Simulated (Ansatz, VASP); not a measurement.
Two plane-wave programs on Sr2C

```
Sr C
1.0
     3.42107    0.00000    0.00000
     0.00000    3.42107    0.00000
     0.00000    0.00000    7.34008
Sr C
2 1
Cartesian
  0.0000 0.0000 5.8258
  0.0000 0.0000 1.5142
  1.7105 1.7105 0.0000
```

Change from the starting cell: ordered vacancies on the anion sites of caesium chloride (P4/mmm, No. 123).

Alike in both runs: functional PBE; k mesh 14 × 14 × 6; occupations gaussian, width 0.1 eV; no spin polarisation.

Ansatz relaxed the structure, and its values are those at the end. VASP's run is a single point on that final structure, the one shown.

|  | VASP | Ansatz |
| --- | --- | --- |
| version | VASP 6.6.1 | Ansatz 0.2.0 |
| potentials or method | VASP PAW PBE potentials, release 64 (Sr_sv, C), cutoff 520 eV | scalar-relativistic, plane waves, PAW |
| valence electrons in the cell | 24 | 24 |

VASP gave:

- gap on the k mesh at the Fermi level (eV): none
- pressure (GPa): 0.2
- rms of the force components (eV/Å): 0.019

Q: Which values does Ansatz return?

A: gap on the k mesh at the Fermi level (eV): none; pressure (GPa): 0.0; rms of the force components (eV/Å): 0.000.

A gap of «none» marks a metal or a gap that the smearing closes.
